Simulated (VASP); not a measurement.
A run of VASP 6.6.1 is set up as follows.

The input INCAR:

```
ALGO = Normal
EDIFF = 1E-6
ENCUT = 520
GGA = PE
ISIF = 2
ISMEAR = 0
LASPH = True
LCHARG = False
LREAL = False
LWAVE = False
NBANDS = 11
NELM = 80
PREC = Accurate
SIGMA = 0.02
```

The input KPOINTS:

```
k-points
0
Gamma
  10 10 10
```

File POSCAR:

```
MgO
1.0
    0.0000000000      2.1267551519      2.1267551519
    2.1267551519      0.0000000000      2.1267551519
    2.1267551519      2.1267551519      0.0000000000
Mg O
1 1
Direct
    0.0000000000      0.0000000000      0.0000000000
    0.5000000000      0.5000000000      0.5000000000
```

Potentials or basis: VASP PAW PBE potentials, release 64 (Mg, O).

Run with:

```bash
$ cat potpaw_PBE.64/Mg/POTCAR potpaw_PBE.64/O/POTCAR > POTCAR
$ mpirun -np 1 vasp_std > vasp.out
```

What does it give for the pressure?

-0.7 GPa.

Estimate the band gap on the k mesh.

4.45 eV, direct.

A hybrid or GW would open this gap; PBE tends to underestimate it.
